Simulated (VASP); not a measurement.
# Si32C (a cell with a defect) in VASP: single point with PBE

Aim: the single point of Si32C (a cell with a defect) with PBE.

All numbers are computed with VASP 6.6.1; they aren't measurements. Logs are shortened: lines on timing, memory, paths and dates and some standing lists are left out, and cuts for length are marked.

### Step 1. The cell of the first run

The cell holds a defect, 33 atoms: a = 9.474 Å, b = 9.474 Å, c = 9.474 Å, α = 109.47°, β = 109.47°, γ = 109.47°.

### Step 2. Single point, PBE (with an interstitial atom, then relaxed in part)

INCAR

```
ALGO     = Normal         # electronic algorithm
EDIFF    = 1E-7           # SCF threshold, eV
ENCUT    = 520            # plane-wave cutoff, eV
GGA      = PE             # functional
ISIF     = 2              # what is computed and relaxed
ISMEAR   = 0              # smearing method
LASPH    = True           # aspherical terms in the spheres
LCHARG   = True           # write CHGCAR
LELF     = True           # ELF
LREAL    = Auto         
LVHAR    = True         
LWAVE    = False          # write WAVECAR
NBANDS   = 88             # bands
NELM     = 100            # most SCF steps
PREC     = Accurate       # precision mode
SIGMA    = 0.01           # smearing width, eV
```

KPOINTS

```
Automatic mesh
0
Gamma
  2 2 2
  0.5 0.5 0.5
```

POSCAR

```
Si32C
1.0
    5.4700937543      5.4700937543     -5.4700937543
   -5.4700937543      5.4700937543      5.4700937543
    5.4700937543     -5.4700937543      5.4700937543
Si C
32 1
Direct
    0.4908004535      0.7555351414      1.0049027927
    0.2529618446      0.7610965985      0.2518151652
   -0.0008809692      0.7441871508      0.4732144686
    0.4915444909      1.0050484523      0.7551232756
    0.7743779467      0.7909940530      0.7906680842
    0.2249020135      1.0165046218      1.0161548876
   -0.0006600209      0.0088882896      0.2637013699
    0.5079353916      0.2641096841      0.5135305653
    0.7455297016     -0.0012932552      0.5061829266
    0.2531651565      0.2525682305      0.7599852414
   -0.0006560993      0.2653687912      0.0079656755
    0.5072192881      0.5129450726      0.2629777282
    0.7384239274      0.2453538495      0.2442873093
    0.2604790462      0.5064086882      0.5053441939
   -0.0009282902      0.4726241766      0.7414189913
    0.7457426848      0.5074984358     -0.0017993778
    0.2571013178      0.4979676177      0.7513020468
   -0.0006955562      0.5135154212      0.0033801877
    0.7421928531      0.4950332360      0.2400003354
    0.2564031108      0.7521750745      0.4971606933
    0.5274771608      0.5243840748      0.5237383648
    0.0002530096      0.6946868186      0.6944030510
    0.7441239332      0.7618900066      0.0152943672
    0.2546316933      0.0171850353      0.2706886091
    0.4991709151      0.7548685350      0.2548327827
   -0.0006912826      0.0054012478      0.5119079746
    0.7450602859      0.0160835225      0.7608612293
    0.2537146757      0.2705716674      0.0152334878
    0.4713754041     -0.0035392671     -0.0041983616
   -0.0005657785      0.2564531157      0.2553305582
    0.7414351624      0.2400204992      0.4934170585
    0.4995585999      0.2550710959      0.7550309486
   -0.0002971579     -0.1491223446     -0.1418965077
```

Potentials or basis: VASP PAW PBE potentials, release 64 (Si, C).

On the command line:

```bash
$ cat potpaw_PBE.64/Si/POTCAR potpaw_PBE.64/C/POTCAR > POTCAR
$ mpirun -np 1 vasp_std > vasp.out
```

OUTCAR:

```text
EDIFF = 1E-7
   ENCUT = 520
   GGA = PE
   ISIF = 2
   ISMEAR = 0
   LASPH = True
   LREAL = Auto
   NELM = 100
   PREC = Accurate

 ion  position               nearest neighbor table
   1  0.491  0.756  0.005-  25 2.34  23 2.35  17 2.36  29 2.38
   2  0.253  0.761  0.252-  20 2.34  25 2.34  24 2.37  18 2.37
   3  0.999  0.744  0.473-  22 2.29  19 2.34  20 2.34  26 2.38
   4  0.492  0.005  0.755-  32 2.34  27 2.35  20 2.36  29 2.38
   5  0.774  0.791  0.791-  33 1.82  23 2.33  27 2.33  21 2.47  22 2.88
   6  0.225  0.017  0.016-  33 1.82  24 2.33  28 2.33  29 2.47  22 2.88
   7  0.999  0.009  0.264-  26 2.36  24 2.37  23 2.37  30 2.37
   8  0.508  0.264  0.514-  32 2.34  24 2.35  31 2.36  21 2.38
   9  0.746  0.999  0.506-  31 2.34  25 2.34  27 2.36  26 2.37
  10  0.253  0.253  0.760-  17 2.34  32 2.34  28 2.37  26 2.37
  11  0.999  0.265  0.008-  18 2.37  28 2.37  27 2.37  30 2.37
  12  0.507  0.513  0.263-  25 2.34  28 2.35  19 2.36  21 2.38
  13  0.738  0.245  0.244-  19 2.37  31 2.37  30 2.41  29 2.42
  14  0.260  0.506  0.505-  20 2.37  17 2.37  30 2.41  21 2.42
  15  0.999  0.473  0.741-  22 2.29  31 2.34  17 2.34  18 2.38
  16  0.746  0.507  0.998-  19 2.34  32 2.34  23 2.37  18 2.37
  17  0.257  0.498  0.751-  15 2.34  10 2.34   1 2.36  14 2.37
  18  0.999  0.514  0.003-  11 2.37  16 2.37   2 2.37  15 2.38
  19  0.742  0.495  0.240-   3 2.34  16 2.34  12 2.36  13 2.37
  20  0.256  0.752  0.497-   2 2.34   3 2.34   4 2.36  14 2.37
  21  0.527  0.524  0.524-  12 2.38   8 2.38  14 2.42   5 2.47
  22  0.000  0.695  0.694-  33 1.75  15 2.29   3 2.29   6 2.88   5 2.88
  23  0.744  0.762  0.015-   5 2.33   1 2.35  16 2.37   7 2.37
  24  0.255  0.017  0.271-   6 2.33   8 2.35   2 2.37   7 2.37
  25  0.499  0.755  0.255-   9 2.34   2 2.34  12 2.34   1 2.34
  26  0.999  0.005  0.512-   7 2.36   9 2.37  10 2.37   3 2.38
  27  0.745  0.016  0.761-   5 2.33   4 2.35   9 2.36  11 2.37
  28  0.254  0.271  0.015-   6 2.33  12 2.35  10 2.37  11 2.37
  29  0.471  0.996  0.996-   4 2.38   1 2.38  13 2.42   6 2.47
  30  0.999  0.256  0.255-  11 2.37   7 2.37  13 2.41  14 2.41
  31  0.741  0.240  0.493-  15 2.34   9 2.34   8 2.36  13 2.37
  32  0.500  0.255  0.755-  10 2.34  16 2.34   8 2.34   4 2.34
  33  1.000  0.851  0.858-  22 1.75   6 1.82   5 1.82

  LATTYP: Found a body centered cubic cell.
 ALAT       =    10.9401875086

  Lattice vectors:

 A1 = (   5.4700937543,   5.4700937543,  -5.4700937543)
 A2 = (  -5.4700937543,   5.4700937543,   5.4700937543)
 A3 = (   5.4700937543,  -5.4700937543,   5.4700937543)

Analysis of symmetry for initial positions (statically):
=====================================================================
 Subroutine PRICEL returns:
 Original cell was already a primitive cell.

 Routine SETGRP: Setting up the symmetry group for a
 body centered cubic supercell.

 Subroutine GETGRP returns: Found  1 space group operations
 (whereof  1 operations were pure point group operations)
 out of a pool of 48 trial point group operations.

The static configuration has the point symmetry C_1 .

Analysis of symmetry for dynamics (positions and initial velocities):
=====================================================================
 Subroutine PRICEL returns:
 Original cell was already a primitive cell.

 Routine SETGRP: Setting up the symmetry group for a
 body centered cubic supercell.

 Subroutine GETGRP returns: Found  1 space group operations
 (whereof  1 operations were pure point group operations)
 out of a pool of 48 trial point group operations.

The dynamic configuration has the point symmetry C_1 .

 Subroutine INISYM returns: Found  1 space group operations
 (whereof  1 operations are pure point group operations),
 and found     1 'primitive' translations

----------------------------------------------------------------------------------------

                                     Primitive cell

  volume of cell :     654.7030

  direct lattice vectors                    reciprocal lattice vectors
     5.470093754  5.470093754 -5.470093754     0.091406112  0.091406112  0.000000000
    -5.470093754  5.470093754  5.470093754     0.000000000  0.091406112  0.091406112
     5.470093754 -5.470093754  5.470093754     0.091406112  0.000000000  0.091406112

  length of vectors
     9.474480305  9.474480305  9.474480305     0.129267763  0.129267763  0.129267763

  position of ions in fractional coordinates (direct lattice)
     0.490800454  0.755535141  0.004902793
     0.252961845  0.761096599  0.251815165
     0.999119031  0.744187151  0.473214469
     0.491544491  0.005048452  0.755123276
     0.774377947  0.790994053  0.790668084
     0.224902013  0.016504622  0.016154888
[... 25 lines left out ...]
     0.499558600  0.255071096  0.755030949
     0.999702842  0.850877655  0.858103492

  ion indices of the primitive-cell ions
   primitive index   ion index
                 1           1
                 2           2
                 3           3
                 4           4
                 5           5
                 6           6
[... 25 lines left out ...]
                32          32
                33          33

----------------------------------------------------------------------------------------

 KPOINTS: Automatic mesh

Automatic generation of k-mesh.
 Grid dimensions read from file:
 generate k-points for:    2    2    2

 Generating k-lattice:

  Cartesian coordinates                     Fractional coordinates (reciprocal lattice)
     0.045703056  0.045703056  0.000000000     0.500000000  0.000000000  0.000000000
     0.000000000  0.045703056  0.045703056     0.000000000  0.500000000  0.000000000
     0.045703056  0.000000000  0.045703056     0.000000000  0.000000000  0.500000000

  Length of vectors
     0.064633881  0.064633881  0.064633881

  Shift w.r.t. Gamma in fractional coordinates (k-lattice)
     0.500000000  0.500000000  0.500000000

 Subroutine IBZKPT returns following result:
 ===========================================

 Found      4 irreducible k-points:

 Following reciprocal coordinates:
            Coordinates               Weight
  0.250000  0.250000  0.250000      2.000000
 -0.250000  0.250000  0.250000      2.000000
  0.250000 -0.250000  0.250000      2.000000
  0.250000  0.250000 -0.250000      2.000000
   k-points           NKPTS =      4   k-points in BZ     NKDIM =      4   number of bands    NBANDS=     88
   number of dos      NEDOS =    301   number of ions     NIONS =     33
   total plane-waves  NPLWV = 343000
   dimension x,y,z NGX =    70 NGY =   70 NGZ =   70
   dimension x,y,z NGXF=   140 NGYF=  140 NGZF=  140
   ions per type =              32   1
   NGX,Y,Z   is equivalent  to a cutoff of  12.28, 12.28, 12.28 a.u.
   NGXF,Y,Z  is equivalent  to a cutoff of  24.57, 24.57, 24.57 a.u.
 SYSTEM =  unknown system
   PREC   = accura    normal or accurate (medium, high low for compatibility)
   ISTART =      0    job   : 0-new  1-cont  2-samecut
   ICHARG =      2    charge: 1-file 2-atom 10-const
   ISPIN  =      1    spin polarized calculation?
   LNONCOLLINEAR =      F non collinear calculations
   LSORBIT =      F    spin-orbit coupling
   LASPH  =      T    aspherical Exc in radial PAW
   ENCUT  =  520.0 eV  38.22 Ry    6.18 a.u.  17.62 17.62 17.62*2*pi/ulx,y,z
   NELM   =    100;   NELMIN=  2; NELMDL= -5     # of ELM steps
   EDIFF  = 0.1E-06   stopping-criterion for ELM
   LREAL  =      T    real-space projection
   EDIFFG = 0.1E-05   stopping-criterion for IOM
   NSW    =      0    number of steps for IOM
   IBRION =     -1    ionic relax: 0-MD 1-quasi-New 2-CG
   NFREE  =      0    steps in history (QN), initial steepest desc. (CG)
   ISIF   =      2    stress and relaxation
   ISYM   =      2    0-nonsym 1-usesym 2-fastsym
   POTIM  = 0.5000    time-step for ionic-motion
   TEBEG  =    0.0;   TEEND  =   0.0 temperature during run
   PSTRESS=    0.0 pullay stress
   NELECT =     132.0000    total number of electrons
   NUPDOWN=      -1.0000    fix difference up-down
   EMIN   =  10.00;   EMAX   =-10.00  energy-range for DOS
   EFERMI =   0.00;   METHOD = LEGACY
   ISMEAR =     0;   SIGMA  =   0.01  broadening in eV -4-tet -1-fermi 0-gaus
   EFERMI_NEDOS =   21; number of points for ismear=-14 and -15
   IALGO  =     38    algorithm
   IMIX   =      4    mixing-type and parameters
     AMIX     =   0.40;   BMIX     =  1.00
     AMIX_MAG =   1.60;   BMIX_MAG =  1.00
  volume/ion in A,a.u.               =      19.84       133.88
  Fermi-wavevector in a.u.,A,eV,Ry     =   0.959956  1.814054 12.537983  0.921516
  Thomas-Fermi vector in A             =   2.089198
   LORBIT       =      0    0 simple, 1 ext, 2 COOP (PROOUT), +10 PAW based schemes
   GGA     = PE    functional components
   LHFCALC =     F    Hartree Fock is set to
   AEXX    =    0.0000 exact exchange contribution
   IVDW    =     0    specifies the selected vdW correction
   LEPSILON=     F    determine dielectric tensor
   LRPA    =     F    only Hartree local field effects (RPA)
 non-spin polarized calculation
 Gauss-broadening in eV      SIGMA  =   0.01
  energy-cutoff  :      520.00
  volume of cell :      654.70
 maximum number of plane-waves:     17628
 NGX is ok and might be reduce to    70
   NGX = 35   NGY = 35   NGZ = 35

 number of electron     132.0000000 magnetization

 Free energy of the ion-electron system (eV)
  ---------------------------------------------------
  ext. energy  EPLUGINS =         0.00000000
  ---------------------------------------------------
  free energy    TOTEN  =      -179.31001888 eV

  energy without entropy =     -179.31001888  energy(sigma->0) =     -179.31001888

 E-fermi :   6.1133     XC(G=0):  -9.4000

 val. band max:        6.0609872274   @ k =  -0.2500   0.2500   0.2500
 cond. band min:       6.2127991913   @ k =  -0.2500   0.2500   0.2500
 fundamental gap:      0.1518119639
 Fermi energy:         6.1133159804

 k-point     1 :       0.2500    0.2500    0.2500
  band No.  band energies     occupation
      1      -7.0190      2.00000
      2      -5.4317      2.00000
      3      -5.4213      2.00000
      4      -5.3853      2.00000
      5      -4.7087      2.00000
      6      -3.7376      2.00000
[... 70 lines left out ...]
     77       7.4422      0.00000
     78       7.4790      0.00000
[... 241 lines left out ...]
     77       7.9934      0.00000
     78       8.0249      0.00000
 [bands above 78 left out]

------------------------ aborting loop because EDIFF is reached ----------------------------------------

  FORCE on cell =-STRESS in cart. coord.  units (eV):
  Direction    XX          YY          ZZ          XY          YZ          ZX
  --------------------------------------------------------------------------------------
  -------------------------------------------------------------------------------------
  Total       -0.3788055     -0.3753976     13.5119736     -4.0942217      0.0682158     -0.0125215
  in kB       -0.9270060     -0.9186662     33.0662593    -10.0193059      0.1669366     -0.0306424
  external PRESSURE =      10.4068624 kB  Pullay stress =       0.0000000 kB

 VOLUME and BASIS-vectors are now :
 -----------------------------------------------------------------------------
  energy-cutoff  :      520.00
  volume of cell :      654.70
      direct lattice vectors                 reciprocal lattice vectors
     5.470093754  5.470093754 -5.470093754     0.091406112  0.091406112  0.000000000
    -5.470093754  5.470093754  5.470093754     0.000000000  0.091406112  0.091406112
     5.470093754 -5.470093754  5.470093754     0.091406112  0.000000000  0.091406112

 POSITION                                       TOTAL-FORCE (eV/Angst)
 -----------------------------------------------------------------------------------
     -1.42130      6.79075      1.47494        -0.000280      0.003004      0.000485
     -1.40209      4.16954      4.15700        -0.004807     -0.001624     -0.001584
      3.98303      6.94752      1.19403         0.017439      0.013989     -0.009899
      6.79177     -1.41419      1.46942         0.001803      0.000018     -0.002070
      4.23414      4.23770      4.41592        -0.009838     -0.010315     -0.004653
      1.22832      1.23215     -1.05158         0.003891      0.002125     -0.004257
[... 25 lines left out ...]
      5.46746     -0.00219      2.79272         0.001849     -0.004255      0.006770
      5.50799      5.42894      3.87982        -0.005171     -0.000589      0.024288
 -----------------------------------------------------------------------------------
    total drift:                                0.006963      0.002611      0.010566

  FREE ENERGIE OF THE ION-ELECTRON SYSTEM (eV)
  ---------------------------------------------------
  free  energy   TOTEN  =      -179.3100188815 eV

  energy  without entropy=     -179.3100188815  energy(sigma->0) =     -179.31001888
```

It took 5.3 min on 1 thread of Intel Xeon Platinum 8488C (Sapphire Rapids), shared host; peak memory 0.72 GiB.

What came out:

```
Free energy            : -179.3100 eV
Pressure               : 1.0 GPa
Largest force          : 0.033 eV/Å
Band gap on the k mesh : 0.15 eV
```

Forces in eV/Å, atoms in the order of the input:
```
Si   0.000  0.003  0.000
Si  -0.005 -0.002 -0.002
Si   0.017  0.014 -0.010
Si   0.002  0.000 -0.002
Si  -0.010 -0.010 -0.005
Si   0.004  0.002 -0.004
Si   0.004 -0.007  0.000
Si  -0.005 -0.001 -0.003
Si   0.002  0.000  0.002
Si   0.001 -0.003 -0.001
Si  -0.010  0.009 -0.004
Si  -0.002 -0.004 -0.003
Si  -0.010 -0.013  0.008
Si   0.010  0.009  0.006
Si   0.019  0.016 -0.003
Si   0.001  0.006 -0.001
Si  -0.003 -0.008  0.004
Si   0.006  0.000  0.000
Si  -0.002 -0.008  0.003
Si  -0.005  0.000  0.007
Si   0.009  0.012  0.011
Si  -0.015 -0.015 -0.025
Si  -0.003 -0.003 -0.002
Si   0.006  0.003 -0.002
Si  -0.001  0.003  0.007
Si   0.001  0.005  0.002
Si  -0.001 -0.005  0.000
Si   0.002  0.004 -0.001
Si  -0.007 -0.007 -0.004
Si   0.003  0.000 -0.013
Si  -0.005  0.005  0.001
Si   0.002 -0.004  0.007
C   -0.005 -0.001  0.024
```

Caveat: the cell differs from its parent crystal (with an interstitial atom, then relaxed in part).
